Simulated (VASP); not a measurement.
# B63HN64 (a cell with a defect) in VASP: single point with PBE

Aim: the single point of B63HN64 (a cell with a defect) with PBE.

Program: VASP 6.6.1. These are calculated values, not measurements. Logs are shortened: lines on timing, memory, paths and dates and some standing lists are left out, and cuts for length are marked.

### 1 The cell of the first run

The cell holds a defect, 128 atoms: a = 10.251 Å, b = 10.251 Å, c = 10.251 Å, α = 60.00°, β = 60.00°, γ = 60.00°.

### 2 Single point, PBE

The input, INCAR:

```
SYSTEM = B63HN64
PREC = Accurate
ENCUT = 520
EDIFF = 1E-6
ISMEAR = 0
SIGMA = 0.01
LREAL = Auto
LASPH = .True.
NELM = 100
ALGO = Normal
ISIF = 2
LWAVE = .False.
LCHARG = .False.
GGA = PE
NBANDS = 325
NELECT = 512.0
```

The input, KPOINTS:

```
Automatic mesh
0
Gamma
  1 1 1
  0.25 0.25 0.25
```

The input, POSCAR:

```
B63HN64
1.0
    0.0000000000      7.2482207700      7.2482207700
    7.2482207700      0.0000000000      7.2482207700
    7.2482207700      7.2482207700      0.0000000000
B N H
63 64 1
Direct
   -0.0001828439      0.0003768748      0.0000329935
   -0.0004729339      0.0004313433      0.2504221894
   -0.0009128265      0.0001198130      0.5005196553
   -0.0004784902      0.0004325461      0.7498825283
   -0.0004747489      0.2507432237      0.0001139178
   -0.0025048607      0.2512523294      0.2509357655
[... 120 lines left out ...]
    0.8130835560      0.8125174604      0.8122516900
    0.4287612838      0.5242666027      0.5245968340
```

Potentials or basis: VASP PAW PBE potentials, release 64 (B, N, H).

On the command line:

```
> cat potpaw_PBE.64/B/POTCAR potpaw_PBE.64/N/POTCAR potpaw_PBE.64/H/POTCAR > POTCAR
> mpirun -np 1 vasp_std > vasp.out
```

OUTCAR:

```text
SYSTEM = B63HN64
   PREC = Accurate
   ENCUT = 520
   EDIFF = 1E-6
   ISMEAR = 0
   LREAL = Auto
   LASPH = .True.
   NELM = 100
   ISIF = 2
   GGA = PE
   NELECT = 512.0

 ion  position               nearest neighbor table
   1  1.000  0.000  0.000- 112 1.57  67 1.57  76 1.57  64 1.57
   2  1.000  0.000  0.250- 113 1.56  65 1.57  77 1.57  64 1.57
   3  0.999  0.000  0.501- 114 1.54  78 1.56  65 1.57  66 1.58
   4  1.000  0.000  0.750- 115 1.56  66 1.57  79 1.57  67 1.57
   5  1.000  0.251  0.000- 116 1.56  68 1.57  71 1.57  64 1.57
   6  0.997  0.251  0.251- 117 1.56  69 1.57  68 1.58  65 1.58
[... 93 lines left out ...]
 100  0.563  0.313  0.063-  52 1.57  38 1.57  37 1.58  41 1.58
 101  0.563  0.313  0.313-  53 1.55  38 1.56  39 1.59  42 1.59
 102  0.566  0.298  0.568-  40 1.48  39 1.48  54 1.48
 103  0.563  0.313  0.812-  55 1.56  37 1.56  43 1.59  40 1.59
 104  0.563  0.563  0.060-  41 1.55  44 1.56  56 1.57  42 1.60
 105  0.566  0.568  0.298-  45 1.48  42 1.48  57 1.48
 106  0.566  0.568  0.568-  43 1.48  46 1.48  58 1.48
 107  0.563  0.563  0.815-  41 1.54  47 1.56  59 1.57  43 1.60
 108  0.563  0.815  0.060-  33 1.54  60 1.57  44 1.57  45 1.59
 109  0.563  0.812  0.313-  61 1.56  34 1.56  46 1.59  45 1.59
 110  0.563  0.815  0.563-  35 1.55  47 1.56  62 1.57  46 1.60
 111  0.563  0.813  0.812-  44 1.57  36 1.57  63 1.57  47 1.57
 112  0.813  0.063  0.063-   1 1.57  49 1.57  52 1.57  48 1.58
[... 13 lines left out ...]
 126  0.813  0.812  0.563-  15 1.56  63 1.57  50 1.57  62 1.57
 127  0.813  0.813  0.812-  16 1.56  60 1.57  63 1.57  51 1.57
 128  0.429  0.524  0.525-  90 1.06

  LATTYP: Found a face centered cubic cell.
 ALAT       =    14.4964415400

  Lattice vectors:

 A1 = (   0.0000000000,   7.2482207700,   7.2482207700)
 A2 = (   7.2482207700,   0.0000000000,   7.2482207700)
 A3 = (   7.2482207700,   7.2482207700,   0.0000000000)

Analysis of symmetry for initial positions (statically):
=====================================================================
 Subroutine PRICEL returns:
 Original cell was already a primitive cell.

 Routine SETGRP: Setting up the symmetry group for a
 face centered cubic supercell.

 Subroutine GETGRP returns: Found  1 space group operations
 (whereof  1 operations were pure point group operations)
 out of a pool of 48 trial point group operations.

The static configuration has the point symmetry C_1 .

Analysis of symmetry for dynamics (positions and initial velocities):
=====================================================================
 Subroutine PRICEL returns:
 Original cell was already a primitive cell.

 Routine SETGRP: Setting up the symmetry group for a
 face centered cubic supercell.

 Subroutine GETGRP returns: Found  1 space group operations
 (whereof  1 operations were pure point group operations)
 out of a pool of 48 trial point group operations.

The dynamic configuration has the point symmetry C_1 .

 Subroutine INISYM returns: Found  1 space group operations
 (whereof  1 operations are pure point group operations),
 and found     1 'primitive' translations

----------------------------------------------------------------------------------------

                                     Primitive cell

  volume of cell :     761.5953

  direct lattice vectors                    reciprocal lattice vectors
     0.000000000  7.248220770  7.248220770    -0.068982446  0.068982446  0.068982446
     7.248220770  0.000000000  7.248220770     0.068982446 -0.068982446  0.068982446
     7.248220770  7.248220770  0.000000000     0.068982446  0.068982446 -0.068982446

  length of vectors
    10.250532116 10.250532116 10.250532116     0.119481102  0.119481102  0.119481102

  position of ions in fractional coordinates (direct lattice)
     0.999817156  0.000376875  0.000032993
     0.999527066  0.000431343  0.250422189
     0.999087174  0.000119813  0.500519655
     0.999521510  0.000432546  0.749882528
     0.999525251  0.250743224  0.000113918
     0.997495139  0.251252329  0.250935766
[... 120 lines left out ...]
     0.813083556  0.812517460  0.812251690
     0.428761284  0.524266603  0.524596834

  ion indices of the primitive-cell ions
   primitive index   ion index
                 1           1
                 2           2
                 3           3
                 4           4
                 5           5
                 6           6
[... 85 lines left out ...]
                92          92
                93          93
   k-points           NKPTS =      4   k-points in BZ     NKDIM =      4   number of bands    NBANDS=    325
   number of dos      NEDOS =    301   number of ions     NIONS =    128
   total plane-waves  NPLWV = 512000
   dimension x,y,z NGX =    80 NGY =   80 NGZ =   80
   dimension x,y,z NGXF=   160 NGYF=  160 NGZF=  160
   ions per type =              63  64   1
   NGX,Y,Z   is equivalent  to a cutoff of  12.97, 12.97, 12.97 a.u.
   NGXF,Y,Z  is equivalent  to a cutoff of  25.95, 25.95, 25.95 a.u.
 SYSTEM =  B63HN64
   PREC   = accura    normal or accurate (medium, high low for compatibility)
   ISTART =      0    job   : 0-new  1-cont  2-samecut
   ICHARG =      2    charge: 1-file 2-atom 10-const
   ISPIN  =      1    spin polarized calculation?
   LNONCOLLINEAR =      F non collinear calculations
   LSORBIT =      F    spin-orbit coupling
   LASPH  =      T    aspherical Exc in radial PAW
   ENCUT  =  520.0 eV  38.22 Ry    6.18 a.u.  19.06 19.06 19.06*2*pi/ulx,y,z
   NELM   =    100;   NELMIN=  2; NELMDL= -5     # of ELM steps
   EDIFF  = 0.1E-05   stopping-criterion for ELM
   LREAL  =      T    real-space projection
   EDIFFG = 0.1E-04   stopping-criterion for IOM
   NSW    =      0    number of steps for IOM
   IBRION =     -1    ionic relax: 0-MD 1-quasi-New 2-CG
   NFREE  =      0    steps in history (QN), initial steepest desc. (CG)
   ISIF   =      2    stress and relaxation
   ISYM   =      2    0-nonsym 1-usesym 2-fastsym
   POTIM  = 0.5000    time-step for ionic-motion
   TEBEG  =    0.0;   TEEND  =   0.0 temperature during run
   PSTRESS=    0.0 pullay stress
   NELECT =     512.0000    total number of electrons
   NUPDOWN=      -1.0000    fix difference up-down
   EMIN   =  10.00;   EMAX   =-10.00  energy-range for DOS
   EFERMI =   0.00;   METHOD = LEGACY
   ISMEAR =     0;   SIGMA  =   0.01  broadening in eV -4-tet -1-fermi 0-gaus
   EFERMI_NEDOS =   21; number of points for ismear=-14 and -15
   IALGO  =     38    algorithm
   IMIX   =      4    mixing-type and parameters
     AMIX     =   0.40;   BMIX     =  1.00
     AMIX_MAG =   1.60;   BMIX_MAG =  1.00
  volume/ion in A,a.u.               =       5.95        40.15
  Fermi-wavevector in a.u.,A,eV,Ry     =   1.434135  2.710122 27.983695  2.056744
  Thomas-Fermi vector in A             =   2.553577
   LORBIT       =      0    0 simple, 1 ext, 2 COOP (PROOUT), +10 PAW based schemes
   GGA     = PE    functional components
   LHFCALC =     F    Hartree Fock is set to
   AEXX    =    0.0000 exact exchange contribution
   IVDW    =     0    specifies the selected vdW correction
   LEPSILON=     F    determine dielectric tensor
   LRPA    =     F    only Hartree local field effects (RPA)
 non-spin polarized calculation
 Gauss-broadening in eV      SIGMA  =   0.01
  energy-cutoff  :      520.00
  volume of cell :      761.60
 maximum number of plane-waves:     20488
 NGX is ok and might be reduce to    80
   NGX = 39   NGY = 39   NGZ = 39

 number of electron     511.9999962 magnetization

 Free energy of the ion-electron system (eV)
  ---------------------------------------------------
  ext. energy  EPLUGINS =         0.00000000
  ---------------------------------------------------
  free energy    TOTEN  =     -1088.77282978 eV

  energy without entropy =    -1088.77282978  energy(sigma->0) =    -1088.77282978

 E-fermi :   8.7734     XC(G=0): -12.7694

 val. band max:        8.7206728566   @ k =   0.2500   0.2500   0.2500
 cond. band min:      11.9995614287   @ k =   0.2500   0.2500   0.2500
 fundamental gap:      3.2788885721
 Fermi energy:         8.7733933723

 k-point     1 :       0.2500    0.2500    0.2500
  band No.  band energies     occupation
      1     -12.8774      2.00000
      2     -12.1376      2.00000
      3     -11.6920      2.00000
      4     -11.6703      2.00000
      5     -11.6614      2.00000
      6     -11.4250      2.00000
[... 260 lines left out ...]
    267      14.3494      0.00000
    268      14.3855      0.00000

 k-point     2 :       0.2500    0.0000    0.0000
  band No.  band energies     occupation
      1     -12.8803      2.00000
      2     -12.1233      2.00000
      3     -11.6837      2.00000
      4     -11.6572      2.00000
      5     -11.6571      2.00000
      6     -11.4137      2.00000
[... 260 lines left out ...]
    267      14.3336      0.00000
    268      14.3359      0.00000

 k-point     3 :       0.0000    0.0000   -0.2500
  band No.  band energies     occupation
      1     -12.8775      2.00000
      2     -12.1376      2.00000
      3     -11.6917      2.00000
      4     -11.6701      2.00000
      5     -11.6611      2.00000
      6     -11.4253      2.00000
[... 260 lines left out ...]
    267      14.3499      0.00000
    268      14.3854      0.00000

 k-point     4 :       0.0000    0.2500    0.0000
  band No.  band energies     occupation
      1     -12.8774      2.00000
      2     -12.1376      2.00000
      3     -11.6917      2.00000
      4     -11.6703      2.00000
      5     -11.6612      2.00000
      6     -11.4251      2.00000
[... 260 lines left out ...]
    267      14.3504      0.00000
    268      14.3853      0.00000
 [bands above 268 left out]

------------------------ aborting loop because EDIFF is reached ----------------------------------------

  FORCE on cell =-STRESS in cart. coord.  units (eV):
  Direction    XX          YY          ZZ          XY          YZ          ZX
  --------------------------------------------------------------------------------------
  -------------------------------------------------------------------------------------
  Total       33.2408147     33.2124528     33.2282055      1.9287343     -2.1163515      1.8332938
  in kB       69.9291110     69.8694459     69.9025850      4.0575020     -4.4521947      3.8567226
  external PRESSURE =      69.9003806 kB  Pullay stress =       0.0000000 kB

 VOLUME and BASIS-vectors are now :
 -----------------------------------------------------------------------------
  energy-cutoff  :      520.00
  volume of cell :      761.60
      direct lattice vectors                 reciprocal lattice vectors
     0.000000000  7.248220770  7.248220770    -0.068982446  0.068982446  0.068982446
     7.248220770  0.000000000  7.248220770     0.068982446 -0.068982446  0.068982446
     7.248220770  7.248220770  0.000000000     0.068982446  0.068982446 -0.068982446

 POSITION                                       TOTAL-FORCE (eV/Angst)
 -----------------------------------------------------------------------------------
      0.00297      7.24713      7.24963         0.021160      0.025097      0.011519
      1.81824      9.05991      7.24792         0.022773      0.021818      0.011969
      3.62875     10.86948      7.24247         0.026979      0.018802      0.005880
      5.43845     12.68007      7.24789         0.021031      0.022669      0.008769
      1.81827      7.24561      9.06222         0.022474      0.023489      0.011073
      3.63997      9.04890      9.05120         0.018137      0.020802      0.010379
[... 120 lines left out ...]
     11.77669     11.78079     11.78272        -0.029839     -0.018376     -0.002623
      7.60239      6.91015      6.90776        -0.044411     -0.004277      0.011958
 -----------------------------------------------------------------------------------
    total drift:                                0.005951     -0.005935      0.001938

  FREE ENERGIE OF THE ION-ELECTRON SYSTEM (eV)
  ---------------------------------------------------
  free  energy   TOTEN  =     -1088.7728297823 eV

  energy  without entropy=    -1088.7728297823  energy(sigma->0) =    -1088.77282978
```

It took 35 min on 1 thread of AMD EPYC 9R45 (Zen 5), shared host; peak memory 1.4 GiB.

What came out:

* Free energy: -1088.7728 eV
* Largest force: 0.051 eV/Å

Forces on the atoms (eV/Å):
```
B    0.021  0.025  0.012
B    0.023  0.022  0.012
B    0.027  0.019  0.006
B    0.021  0.023  0.009
B    0.022  0.023  0.011
B    0.018  0.021  0.010
B    0.013  0.022  0.007
B    0.019  0.024  0.008
B    0.028  0.020  0.009
B    0.014  0.022  0.010
B    0.013  0.022  0.007
B    0.032  0.022  0.005
B    0.023  0.024  0.008
B    0.021  0.022  0.009
B    0.035  0.017  0.007
B    0.030  0.016  0.004
B    0.027  0.023  0.013
B    0.027  0.021  0.009
B    0.022  0.017  0.008
B    0.024  0.021  0.009
B    0.026  0.019  0.011
B    0.018  0.022  0.012
B    0.020  0.017  0.007
B    0.031  0.017  0.005
B    0.023  0.021  0.007
B    0.022  0.021  0.006
B    0.022  0.004 -0.007
B    0.034  0.015  0.005
B    0.024  0.024  0.008
B    0.033  0.019  0.007
B    0.038  0.012  0.003
B    0.026  0.020  0.005
B    0.027  0.027  0.012
B    0.022  0.020  0.009
B    0.022  0.000  0.004
B    0.034  0.020  0.005
B    0.021  0.025  0.004
B    0.022  0.022  0.007
B    0.013 -0.007 -0.015
B    0.043  0.021  0.005
B    0.022  0.022 -0.015
B    0.018  0.004 -0.017
B    0.037  0.030 -0.013
B    0.036  0.023  0.006
B    0.047  0.019  0.006
B    0.046 -0.001  0.016
B    0.029  0.019  0.002
B    0.020  0.025  0.008
B    0.018  0.025  0.009
B    0.024  0.019  0.011
B    0.029  0.021  0.009
B    0.018  0.027  0.007
B    0.019  0.023  0.009
B    0.015  0.028  0.026
B    0.024  0.027  0.009
B    0.027  0.028  0.005
B    0.021  0.041  0.009
B    0.001  0.045  0.025
B    0.022  0.026  0.003
B    0.031  0.027  0.004
B    0.024  0.027  0.010
B    0.022  0.020  0.005
B    0.031  0.022  0.005
N   -0.023 -0.022 -0.011
N   -0.021 -0.016 -0.005
N   -0.025 -0.022 -0.004
N   -0.021 -0.022 -0.008
N   -0.021 -0.015 -0.008
N   -0.016 -0.022 -0.010
N   -0.020 -0.017 -0.008
N   -0.026 -0.019 -0.006
N   -0.026 -0.019 -0.011
N   -0.021 -0.022 -0.005
N   -0.025 -0.013 -0.001
N   -0.029 -0.017 -0.010
N   -0.022 -0.023 -0.010
N   -0.028 -0.018 -0.007
N   -0.029 -0.019 -0.004
N   -0.026 -0.018 -0.004
N   -0.027 -0.020 -0.011
N   -0.023 -0.021 -0.010
N   -0.027 -0.019 -0.007
N   -0.029 -0.020 -0.009
N   -0.022 -0.022 -0.012
N   -0.025 -0.024 -0.013
N   -0.039 -0.019  0.002
N   -0.041 -0.011 -0.006
N   -0.027 -0.022 -0.007
N   -0.038 -0.013 -0.010
N   -0.017  0.002  0.007
N   -0.030 -0.016  0.004
N   -0.031 -0.022 -0.009
N   -0.040 -0.019 -0.001
N   -0.032 -0.012  0.001
N   -0.026 -0.020 -0.006
N   -0.019 -0.029 -0.014
N   -0.022 -0.022 -0.010
N   -0.009 -0.020  0.010
N   -0.024 -0.025 -0.001
N   -0.022 -0.025 -0.007
N   -0.019 -0.035 -0.021
N   -0.026 -0.028  0.007
N   -0.021 -0.034 -0.002
N   -0.009 -0.006 -0.007
N   -0.026  0.003 -0.012
N   -0.016 -0.026 -0.005
N   -0.021 -0.020 -0.008
N   -0.024 -0.017 -0.013
N   -0.021 -0.020 -0.017
N   -0.023 -0.025 -0.004
N   -0.029 -0.021 -0.005
N   -0.018 -0.027 -0.010
N   -0.018 -0.024 -0.009
N   -0.019 -0.020 -0.004
N   -0.019 -0.026 -0.005
N   -0.019 -0.027 -0.009
N   -0.022 -0.023 -0.011
N   -0.014 -0.034 -0.007
N   -0.020 -0.022 -0.006
N   -0.022 -0.022 -0.007
N   -0.014 -0.025 -0.019
N   -0.027 -0.020 -0.002
N   -0.026 -0.019 -0.002
N   -0.020 -0.024 -0.011
N   -0.021 -0.024 -0.006
N   -0.026 -0.019 -0.002
N   -0.030 -0.018 -0.003
H   -0.044 -0.004  0.012
```

Caveat: the cell carries a net charge on a neutralising background, which shifts energy and pressure; the cell is charged against a uniform background, so pressure and absolute levels hang on convention.
